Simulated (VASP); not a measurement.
# CdS (P6_3mc) in VASP: a series of runs, part 3 of 3

VASP 6.6.1.

### 6 Relaxation of shape and atoms at fixed volume, PBE (25.26 Å³/atom)

This run uses another cell than the first one, of 25.26 Å³/atom.

INCAR reads:

```
ALGO     = Normal         # electronic algorithm
EDIFF    = 1E-6           # SCF threshold, eV
EDIFFG   = -0.01          # ionic threshold
ENCUT    = 600            # plane-wave cutoff, eV
GGA      = PE             # functional
IBRION   = 2              # ionic algorithm
ISIF     = 4              # what is computed and relaxed
ISMEAR   = 0              # smearing method
LASPH    = True           # aspherical terms in the spheres
LCHARG   = False          # write CHGCAR
LREAL    = False          # projectors in reciprocal space
LWAVE    = False          # write WAVECAR
NELM     = 80             # most SCF steps
NSW      = 50             # ionic steps
PREC     = Accurate       # precision mode
SIGMA    = 0.02           # smearing width, eV
```

KPOINTS reads:

```
k-points
0
Gamma
  6 6 4
```

POSCAR reads:

```
CdS
1.0
    4.1545626693      0.0000000000      0.0000000000
   -2.0772813347      3.5979568132      0.0000000000
    0.0000000000      0.0000000000      6.7589371727
Cd S
2 2
Direct
    0.3333333333      0.6666666667     -0.0008015557
    0.6666666667      0.3333333333      0.4991984443
    0.3333333333      0.6666666667      0.3758015557
    0.6666666667      0.3333333333      0.8758015557
```

Potentials or basis: VASP PAW PBE potentials, release 64 (Cd, S).

Started as:

```sh
$ cat potpaw_PBE.64/Cd/POTCAR potpaw_PBE.64/S/POTCAR > POTCAR
$ mpirun -np 1 vasp_std > vasp.out
```

OUTCAR:

```text
EDIFF = 1E-6
   EDIFFG = -0.01
   ENCUT = 600
   GGA = PE
   IBRION = 2
   ISIF = 4
   ISMEAR = 0
   LASPH = True
   LREAL = False
   NELM = 80
   NSW = 50
   PREC = Accurate

 ion  position               nearest neighbor table
   1  0.333  0.667  0.999-   4 2.54   4 2.54   4 2.54   3 2.55
   2  0.667  0.333  0.499-   3 2.54   3 2.54   3 2.54   4 2.55
   3  0.333  0.667  0.376-   2 2.54   2 2.54   2 2.54   1 2.55
   4  0.667  0.333  0.876-   1 2.54   1 2.54   1 2.54   2 2.55

  LATTYP: Found a hexagonal cell.
 ALAT       =     4.1545626693
 C/A-ratio  =     1.6268709154

  Lattice vectors:

 A1 = (   4.1545626693,   0.0000000000,   0.0000000000)
 A2 = (  -2.0772813347,   3.5979568132,   0.0000000000)
 A3 = (   0.0000000000,   0.0000000000,   6.7589371727)

Analysis of symmetry for initial positions (statically):
=====================================================================
 Subroutine PRICEL returns:
 Original cell was already a primitive cell.

 Routine SETGRP: Setting up the symmetry group for a
 hexagonal supercell.

 Subroutine GETGRP returns: Found 12 space group operations
 (whereof  6 operations were pure point group operations)
[... 171 lines left out ...]
 cond. band min:       2.3465484389   @ k =   0.0000   0.0000   0.0000
 fundamental gap:      1.1855083069
 Fermi energy:         1.2478983970

 k-point     1 :       0.0000    0.0000    0.0000
  band No.  band energies     occupation
      1     -11.1027      2.00000
      2     -10.6873      2.00000
      3      -6.4855      2.00000
      4      -6.4793      2.00000
      5      -6.4793      2.00000
      6      -6.3986      2.00000
[... 514 lines left out ...]
     21       7.2781      0.00000
     22       7.2781      0.00000

------------------------ aborting loop because EDIFF is reached ----------------------------------------

  FORCE on cell =-STRESS in cart. coord.  units (eV):
  Direction    XX          YY          ZZ          XY          YZ          ZX
  --------------------------------------------------------------------------------------
  -------------------------------------------------------------------------------------
  Total        1.2825625      1.2825625      1.2809181     -0.0000000      0.0000000      0.0000000
  in kB       20.3389929     20.3389929     20.3129157     -0.0000000      0.0000000      0.0000000
  external PRESSURE =      20.3303005 kB  Pullay stress =       0.0000000 kB

 VOLUME and BASIS-vectors are now :
 -----------------------------------------------------------------------------
  energy-cutoff  :      600.00
  volume of cell :      101.03
      direct lattice vectors                 reciprocal lattice vectors
     4.154562669  0.000000000  0.000000000     0.240699221  0.138967760  0.000000000
    -2.077281335  3.597956813  0.000000000     0.000000000  0.277935521  0.000000000
     0.000000000  0.000000000  6.758937173     0.000000000  0.000000000  0.147952256

 POSITION                                       TOTAL-FORCE (eV/Angst)
 -----------------------------------------------------------------------------------
     -0.00000      2.39864      6.75352         0.000000      0.000000      0.002492
      2.07728      1.19932      3.37405         0.000000     -0.000000      0.002492
     -0.00000      2.39864      2.54002         0.000000      0.000000     -0.002492
      2.07728      1.19932      5.91949        -0.000000      0.000000     -0.002492
 -----------------------------------------------------------------------------------
    total drift:                               -0.000000      0.000000      0.000070

  FREE ENERGIE OF THE ION-ELECTRON SYSTEM (eV)
  ---------------------------------------------------
  free  energy   TOTEN  =       -12.2742230980 eV

  energy  without entropy=      -12.2742230980  energy(sigma->0) =      -12.27422310

 reached required accuracy - stopping structural energy minimisation
```

OSZICAR:

```text
N       E                     dE             d eps       ncg     rms          rms(c)
DAV:   1     0.271436668811E+03    0.27144E+03   -0.19309E+04   924   0.168E+03
DAV:   2     0.232301986995E+01   -0.26911E+03   -0.26193E+03  1020   0.379E+02
DAV:   3    -0.131869937734E+02   -0.15510E+02   -0.15456E+02  1140   0.903E+01
DAV:   4    -0.133626065891E+02   -0.17561E+00   -0.17554E+00  1050   0.968E+00
DAV:   5    -0.133656116881E+02   -0.30051E-02   -0.30050E-02  1152   0.122E+00    0.110E+01
DAV:   6    -0.122953653824E+02    0.10702E+01   -0.25824E+00  1192   0.167E+01    0.874E+00
DAV:   7    -0.122792803432E+02    0.16085E-01   -0.85215E-01  1068   0.539E+00    0.400E+00
DAV:   8    -0.122760937664E+02    0.31866E-02   -0.12542E-01  1102   0.383E+00    0.552E-01
DAV:   9    -0.122739441855E+02    0.21496E-02   -0.24593E-02  1178   0.205E+00    0.176E-01
DAV:  10    -0.122740730001E+02   -0.12881E-03   -0.18538E-03  1112   0.472E-01    0.113E-01
DAV:  11    -0.122741551761E+02   -0.82176E-04   -0.21445E-04  1094   0.109E-01    0.115E-01
DAV:  12    -0.122742176402E+02   -0.62464E-04   -0.19652E-04  1014   0.728E-02    0.338E-02
DAV:  13    -0.122742227271E+02   -0.50869E-05   -0.26045E-05  1074   0.348E-02    0.138E-02
DAV:  14    -0.122742230980E+02   -0.37097E-06   -0.22713E-06   894   0.116E-02
   1 F= -.12274223E+02 E0= -.12274223E+02  d E =-.122742E+02
```

CONTCAR:

```text
CdS
   1.00000000000000
     4.1545626692999997    0.0000000000000000    0.0000000000000000
    -2.0772813346999999    3.5979568132000002    0.0000000000000000
     0.0000000000000000    0.0000000000000000    6.7589371726999996
  Cd              S
     2     2
Direct
     0.3333333332999970    0.6666666667000030    0.9991984442999993
     0.6666666667000030    0.3333333332999970    0.4991984442999993
     0.3333333332999970    0.6666666667000030    0.3758015557000007
     0.6666666667000030    0.3333333332999970    0.8758015557000007

  0.00000000E+00  0.00000000E+00  0.00000000E+00
  0.00000000E+00  0.00000000E+00  0.00000000E+00
  0.00000000E+00  0.00000000E+00  0.00000000E+00
  0.00000000E+00  0.00000000E+00  0.00000000E+00
```

Run time: 95 s. Hardware: 1 thread of Intel Xeon 8259CL, shared host; peak memory 0.26 GiB.

What came out:

```
Free energy             : -12.2742 eV
Pressure after relaxing : 2.0 GPa
Band gap on the k mesh  : 1.19 eV
```

Forces in eV/Å, atoms in the order of the input:
```
Cd   0.000  0.000  0.002
Cd   0.000  0.000  0.002
S    0.000  0.000 -0.002
S    0.000  0.000 -0.002
```

Final structure:
```xyz
4
Lattice="4.1546 0.0000 0.0000 -2.0773 3.5980 0.0000 0.0000 0.0000 6.7589" Properties=species:S:1:pos:R:3 pbc="T T T"
Cd    0.0000    2.3986    6.7535
Cd    2.0773    1.1993    3.3741
S     0.0000    2.3986    2.5400
S     2.0773    1.1993    5.9195
```

Levels at points of the mesh, in eV from the valence-band top:
| k point | band 14 | band 15 | band 16 | band 17 | band 18 | band 19 | band 20 | band 21 | band 22 |
| --- | --- | --- | --- | --- | --- | --- | --- | --- | --- |
| (0.00, 0.00, 0.00) | -0.74 | -0.74 | -0.04 | 0.00 | 0.00 | 1.19 | 2.78 | 6.48 | 6.48 |
| (0.50, 0.00, 0.00) | -3.46 | -2.58 | -1.83 | -1.26 | -0.74 | 3.69 | 3.88 | 5.11 | 6.36 |
| (0.00, 0.00, 0.50) | -2.43 | -0.38 | -0.38 | -0.38 | -0.38 | 2.83 | 2.83 | 6.17 | 6.17 |
| (0.50, 0.00, 0.50) | -4.06 | -1.31 | -1.31 | -1.29 | -1.29 | 3.48 | 3.48 | 5.37 | 5.37 |

Caveat: the relaxation stopped at its first step, so nothing moved.

### 7 Summary

| task | cell | cutoff (eV) | gap on the mesh (eV) | pressure (GPa) | largest force (eV/Å) |
| --- | --- | --- | --- | --- | --- |
| single point | a = 4.332, b = 4.332, c = 7.048 Å, angles 90.0, 90.0, 120.0°, 4 atoms | 520 | 0.88 | -3.9 | - |
| relaxation of shape and atoms at fixed volume | relaxed from a = 4.022, b = 4.022, c = 6.543 Å, angles 90.0, 90.0, 120.0°, 4 atoms | 600 | 1.41 | 9.6 | - |
| relaxation of shape and atoms at fixed volume | relaxed from a = 4.067, b = 4.067, c = 6.617 Å, angles 90.0, 90.0, 120.0°, 4 atoms | 600 | 1.34 | 6.6 | 0.01 |
| relaxation of shape and atoms at fixed volume | relaxed from a = 4.111, b = 4.111, c = 6.689 Å, angles 90.0, 90.0, 120.0°, 4 atoms | 600 | 1.26 | 4.1 | 0.01 |
| relaxation of shape and atoms at fixed volume | relaxed from a = 4.155, b = 4.155, c = 6.759 Å, angles 90.0, 90.0, 120.0°, 4 atoms | 600 | 1.19 | 2.0 | - |

Alike in all rows: level PBE; potentials or basis VASP PAW PBE potentials, release 64 (Cd, S); no spin polarisation; k mesh 6 × 6 × 4; smearing gaussian 0.02 eV.

Caveats: the relaxation stopped at its first step, so nothing moved (at least some runs); the cell stands under tension (at least some runs).

Absolute energies hang on the potentials; compare differences alone.
